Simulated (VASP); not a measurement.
**Ga: elastic constants with LDA**

The system is Ga.

```
Ga
1.0
     1.38300   -4.02650    0.00000
     1.38300    4.02650    0.00000
    -0.11745    0.00000    3.32993
Ga
2
Direct
  0.13100 0.86900 0.75000
  0.86900 0.13100 0.25000
```

```json
{"Program": "VASP 6.6.1", "Task": "elastic constants", "Functional": "LDA", "Potentials or basis": "VASP PAW LDA potentials, release 64 (Ga_d)", "Cutoff": "600 eV", "k mesh": "7 × 7 × 6", "Occupations": "fermi-dirac, width 0.05 eV", "Spin": "no spin polarisation", "Dipole correction": "no", "Ions in elastic constants": "relaxed", "Further INCAR settings": "ALGO = Fast; EDIFF = 1e-08; IBRION = 6; POTIM = 0.015; NSW = 1; ISIF = 3"}
```

```json
{"Voigt bulk modulus": "50 GPa", "Highest phonon frequency at Γ": "186 cm⁻¹"}
```

Phonon frequencies in cm⁻¹ (negative: imaginary):
| q point | frequencies |
| --- | --- |
| (0.000, 0.000, 0.000) | 0 0 0 26 118 186 |

Elastic tensor in Voigt notation (GPa, in the Cartesian axes of the cell as first typed):
```
 19  42  96   0 -18   0
 42  75  18   0  -9   0
 96  18  46   0  21   0
  0   0   0   9   0 -12
-18  -9  21   0 -14   0
  0   0   0 -12   0  27
```

Clamped-ion elastic tensor (GPa):
```
 25  38  92   0 -20   0
 38  78  21   0  -7   0
 92  21  48   0  22   0
  0   0   0  15   0 -10
-20  -7  22   0 -12   0
  0   0   0 -10   0  30
```

It took 11 min on 1 thread of Intel(R) Xeon(R) 6975P-C (Granite Rapids), with other jobs on the host, peak memory 0.34 GiB.

Caveat: the cell is under stress, which shifts elastic constants; the elastic tensor has a negative eigenvalue, so either the cell is unstable as it stands or the mesh is too thin.
